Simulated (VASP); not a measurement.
# RbBr (Pm-3m) in VASP: further runs, part 2 of 2

VASP 6.6.1.

### Step 3. Single point, revPBE

This run uses another cell than the first one, of 40.50 Å³/atom.

Contents of INCAR:

```
SYSTEM = RbBr
PREC = Accurate ; ENCUT = 520
EDIFF = 1E-6 ; ISMEAR = -1
SIGMA = 0.05 ; LREAL = .FALSE.
LASPH = .TRUE. ; NELM = 80
ALGO = Normal ; ISIF = 2
LWAVE = .FALSE. ; LCHARG = .FALSE.
GGA = RE ; NBANDS = 15
```

Contents of KPOINTS:

```
Automatic mesh
0
G
  7 7 7
  0 0 0
```

Contents of POSCAR:

```
RbBr
1.0
    4.3266248891      0.0000000000      0.0000000000
    0.0000000000      4.3266248891      0.0000000000
    0.0000000000      0.0000000000      4.3266248891
Rb Br
1 1
Direct
    0.0000000000      0.0000000000      0.0000000000
    0.5000000000      0.5000000000      0.5000000000
```

Potentials or basis: VASP PAW PBE potentials, release 64 (Rb_sv, Br).

Run with:

```bash
cat potpaw_PBE.64/Rb_sv/POTCAR potpaw_PBE.64/Br/POTCAR > POTCAR
mpirun -np 1 vasp_std > vasp.out
```

OUTCAR:

```text
SYSTEM = RbBr
   PREC = Accurate
   ENCUT = 520
   EDIFF = 1E-6
   ISMEAR = -1
   LREAL = .FALSE.
   LASPH = .TRUE.
   NELM = 80
   ISIF = 2
   GGA = RE

 ion  position               nearest neighbor table
   1  0.000  0.000  0.000-   2 3.75   2 3.75   2 3.75   2 3.75   2 3.75   2 3.75   2 3.75   2 3.75

   2  0.500  0.500  0.500-   1 3.75   1 3.75   1 3.75   1 3.75   1 3.75   1 3.75   1 3.75   1 3.75

  LATTYP: Found a simple cubic cell.
 ALAT       =     4.3266248891

  Lattice vectors:

 A1 = (   4.3266248891,   0.0000000000,   0.0000000000)
 A2 = (   0.0000000000,   4.3266248891,   0.0000000000)
 A3 = (   0.0000000000,   0.0000000000,   4.3266248891)

Analysis of symmetry for initial positions (statically):
=====================================================================
 Subroutine PRICEL returns:
 Original cell was already a primitive cell.

 Routine SETGRP: Setting up the symmetry group for a
 simple cubic supercell.

 Subroutine GETGRP returns: Found 48 space group operations
 (whereof 48 operations were pure point group operations)
 out of a pool of 48 trial point group operations.

The static configuration has the point symmetry O_h .

Analysis of symmetry for dynamics (positions and initial velocities):
=====================================================================
 Subroutine PRICEL returns:
 Original cell was already a primitive cell.

 Routine SETGRP: Setting up the symmetry group for a
 simple cubic supercell.

 Subroutine GETGRP returns: Found 48 space group operations
 (whereof 48 operations were pure point group operations)
 out of a pool of 48 trial point group operations.

The dynamic configuration has the point symmetry O_h .

 Subroutine INISYM returns: Found 48 space group operations
 (whereof 48 operations are pure point group operations),
 and found     1 'primitive' translations

----------------------------------------------------------------------------------------

                                     Primitive cell

  volume of cell :      80.9930

  direct lattice vectors                    reciprocal lattice vectors
     4.326624889  0.000000000  0.000000000     0.231127039  0.000000000  0.000000000
     0.000000000  4.326624889  0.000000000     0.000000000  0.231127039  0.000000000
     0.000000000  0.000000000  4.326624889     0.000000000  0.000000000  0.231127039

  length of vectors
     4.326624889  4.326624889  4.326624889     0.231127039  0.231127039  0.231127039

  position of ions in fractional coordinates (direct lattice)
     0.000000000  0.000000000  0.000000000
     0.500000000  0.500000000  0.500000000

  ion indices of the primitive-cell ions
   primitive index   ion index
                 1           1
                 2           2

----------------------------------------------------------------------------------------

 KPOINTS: Automatic mesh

Automatic generation of k-mesh.
 Grid dimensions read from file:
 generate k-points for:    7    7    7

 Generating k-lattice:

[... 21 lines left out ...]
  0.428571  0.000000  0.000000      6.000000
  0.142857  0.142857  0.000000     12.000000
  0.285714  0.142857  0.000000     24.000000
[... 12 lines left out ...]
  0.428571  0.428571  0.285714     24.000000
  0.428571  0.428571  0.428571      8.000000
   k-points           NKPTS =     20   k-points in BZ     NKDIM =     20   number of bands    NBANDS=     15
   number of dos      NEDOS =    301   number of ions     NIONS =      2
   total plane-waves  NPLWV =  32768
   dimension x,y,z NGX =    32 NGY =   32 NGZ =   32
   dimension x,y,z NGXF=    64 NGYF=   64 NGZF=   64
   ions per type =               1   1
   NGX,Y,Z   is equivalent  to a cutoff of  12.30, 12.30, 12.30 a.u.
   NGXF,Y,Z  is equivalent  to a cutoff of  24.59, 24.59, 24.59 a.u.
 SYSTEM =  RbBr
   PREC   = accura    normal or accurate (medium, high low for compatibility)
   ISTART =      0    job   : 0-new  1-cont  2-samecut
   ICHARG =      2    charge: 1-file 2-atom 10-const
   ISPIN  =      1    spin polarized calculation?
   LNONCOLLINEAR =      F non collinear calculations
   LSORBIT =      F    spin-orbit coupling
   LASPH  =      T    aspherical Exc in radial PAW
   ENCUT  =  520.0 eV  38.22 Ry    6.18 a.u.   8.04  8.04  8.04*2*pi/ulx,y,z
   NELM   =     80;   NELMIN=  2; NELMDL= -5     # of ELM steps
   EDIFF  = 0.1E-05   stopping-criterion for ELM
   LREAL  =      F    real-space projection
   EDIFFG = 0.1E-04   stopping-criterion for IOM
   NSW    =      0    number of steps for IOM
   IBRION =     -1    ionic relax: 0-MD 1-quasi-New 2-CG
   NFREE  =      0    steps in history (QN), initial steepest desc. (CG)
   ISIF   =      2    stress and relaxation
   ISYM   =      2    0-nonsym 1-usesym 2-fastsym
   POTIM  = 0.5000    time-step for ionic-motion
   TEBEG  =    0.0;   TEEND  =   0.0 temperature during run
   PSTRESS=    0.0 pullay stress
   NELECT =      16.0000    total number of electrons
   NUPDOWN=      -1.0000    fix difference up-down
   EMIN   =  10.00;   EMAX   =-10.00  energy-range for DOS
   EFERMI =   0.00;   METHOD = LEGACY
   ISMEAR =    -1;   SIGMA  =   0.05  broadening in eV -4-tet -1-fermi 0-gaus
   EFERMI_NEDOS =   21; number of points for ismear=-14 and -15
   IALGO  =     38    algorithm
   IMIX   =      4    mixing-type and parameters
     AMIX     =   0.40;   BMIX     =  1.00
     AMIX_MAG =   1.60;   BMIX_MAG =  1.00
  volume/ion in A,a.u.               =      40.50       273.28
  Fermi-wavevector in a.u.,A,eV,Ry     =   0.953452  1.801763 12.368663  0.909071
  Thomas-Fermi vector in A             =   2.082108
   LORBIT       =      0    0 simple, 1 ext, 2 COOP (PROOUT), +10 PAW based schemes
   GGA     = RE    functional components
   LHFCALC =     F    Hartree Fock is set to
   AEXX    =    0.0000 exact exchange contribution
   IVDW    =     0    specifies the selected vdW correction
   LEPSILON=     F    determine dielectric tensor
   LRPA    =     F    only Hartree local field effects (RPA)
 non-spin polarized calculation
  energy-cutoff  :      520.00
  volume of cell :       80.99
 maximum number of plane-waves:      2224
   NGX = 17   NGY = 17   NGZ = 17

 number of electron      15.9999997 magnetization

 Free energy of the ion-electron system (eV)
  ---------------------------------------------------
  ext. energy  EPLUGINS =         0.00000000
  ---------------------------------------------------
  free energy    TOTEN  =        -5.65646271 eV

  energy without entropy =       -5.65646271  energy(sigma->0) =       -5.65646271

 E-fermi :  -0.0841     XC(G=0):  -7.0692

 val. band max:       -1.1848004488   @ k =   0.4286   0.4286   0.0000
 cond. band min:       2.7500841088   @ k =   0.0000   0.0000   0.0000
 fundamental gap:      3.9348845576
 Fermi energy:        -0.0841433467

 k-point     1 :       0.0000    0.0000    0.0000
  band No.  band energies     occupation
      1     -26.5710      2.00000
      2     -13.5388      2.00000
      3     -10.5794      2.00000
      4     -10.5794      2.00000
      5     -10.5794      2.00000
      6      -1.3064      2.00000
      7      -1.3064      2.00000
      8      -1.3064      2.00000
      9       2.7501      0.00000
     10       4.7177      0.00000
     11       4.7177      0.00000
     12       8.4120      0.00000
     13       8.4120      0.00000
     14       8.4120      0.00000
[... 329 lines left out ...]
      2     -13.3567      2.00000
      3     -10.7169      2.00000
      4     -10.7143      2.00000
      5     -10.7143      2.00000
      6      -2.1247      2.00000
      7      -2.1247      2.00000
      8      -2.0952      2.00000
      9       6.3415      0.00000
     10       6.7065      0.00000
     11       6.7065      0.00000
     12       7.4715      0.00000
     13       7.6730      0.00000
     14       7.6730      0.00000
     15      10.2563      0.00000

------------------------ aborting loop because EDIFF is reached ----------------------------------------

  FORCE on cell =-STRESS in cart. coord.  units (eV):
  Direction    XX          YY          ZZ          XY          YZ          ZX
  --------------------------------------------------------------------------------------
  -------------------------------------------------------------------------------------
  Total        0.0097848      0.0097848      0.0097848     -0.0000000      0.0000000      0.0000000
  in kB        0.1935592      0.1935592      0.1935592     -0.0000000      0.0000000      0.0000000
  external PRESSURE =       0.1935592 kB  Pullay stress =       0.0000000 kB

 VOLUME and BASIS-vectors are now :
 -----------------------------------------------------------------------------
  energy-cutoff  :      520.00
  volume of cell :       80.99
      direct lattice vectors                 reciprocal lattice vectors
     4.326624889  0.000000000  0.000000000     0.231127039  0.000000000  0.000000000
     0.000000000  4.326624889  0.000000000     0.000000000  0.231127039  0.000000000
     0.000000000  0.000000000  4.326624889     0.000000000  0.000000000  0.231127039

 POSITION                                       TOTAL-FORCE (eV/Angst)
 -----------------------------------------------------------------------------------
      0.00000      0.00000      0.00000         0.000000      0.000000      0.000000
      2.16331      2.16331      2.16331         0.000000      0.000000      0.000000
 -----------------------------------------------------------------------------------
    total drift:                                0.000000      0.000000     -0.000000

  FREE ENERGIE OF THE ION-ELECTRON SYSTEM (eV)
  ---------------------------------------------------
  free  energy   TOTEN  =        -5.6564627114 eV

  energy  without entropy=       -5.6564627114  energy(sigma->0) =       -5.65646271
```

OSZICAR:

```text
N       E                     dE             d eps       ncg     rms          rms(c)
DAV:   1     0.815587119466E+02    0.81559E+02   -0.66799E+03   600   0.911E+02
DAV:   2    -0.984142505367E-01   -0.81657E+02   -0.75108E+02   860   0.162E+02
DAV:   3    -0.575705496701E+01   -0.56586E+01   -0.56306E+01   796   0.433E+01
DAV:   4    -0.591807234457E+01   -0.16102E+00   -0.16098E+00   869   0.696E+00
DAV:   5    -0.592037599051E+01   -0.23036E-02   -0.23036E-02   825   0.702E-01    0.237E+00
DAV:   6    -0.567965903865E+01    0.24072E+00   -0.23036E-01   761   0.238E+00    0.154E+00
DAV:   7    -0.564583962473E+01    0.33819E-01   -0.14138E-01   775   0.199E+00    0.833E-01
DAV:   8    -0.565587880605E+01   -0.10039E-01   -0.22261E-02   675   0.964E-01    0.167E-01
DAV:   9    -0.565597066948E+01   -0.91863E-04   -0.83273E-04   845   0.170E-01    0.931E-02
DAV:  10    -0.565645139452E+01   -0.48073E-03   -0.86307E-04   614   0.199E-01    0.239E-02
DAV:  11    -0.565645317555E+01   -0.17810E-05   -0.23601E-05   835   0.337E-02    0.877E-03
DAV:  12    -0.565646222217E+01   -0.90466E-05   -0.12939E-05   621   0.277E-02    0.132E-03
DAV:  13    -0.565646271142E+01   -0.48924E-06   -0.48546E-07   657   0.533E-03
   1 F= -.56564627E+01 E0= -.56564627E+01  d E =-.625709E-10
```

stdout:

```text
POSCAR found type information on POSCAR RbBr
 POSCAR found :  2 types and       2 ions
 scaLAPACK will be used
 -----------------------------------------------------------------------------
|                                                                             |
|                                                                             |
|     You enforced a specific xc type in the INCAR file but a different       |
|     I HOPE YOU KNOW WHAT YOU ARE DOING!                                     |
|                                                                             |
 -----------------------------------------------------------------------------

 LDA part: xc-table for (Slater+PW92), standard interpolation
 POSCAR, INCAR and KPOINTS ok, starting setup
 FFT: planning ... GRIDC
 FFT: planning ... GRID_SOFT
 FFT: planning ... GRID
 WAVECAR not read
 entering main loop
```

It took 27 s on 1 thread of Intel Xeon 8259CL, shared host; peak memory 0.18 GiB.

Results:

```yaml
Free_energy: -5.6565 eV
Pressure: 0.0 GPa
Band_gap_on_the_k_mesh: 3.93 eV (least direct gap 4.06 eV)
```

Caveat: the PAW data sets were made with another functional, which shifts forces and pressure a little; an odd mesh through Γ misses points on the zone boundary, where band edges can lie.
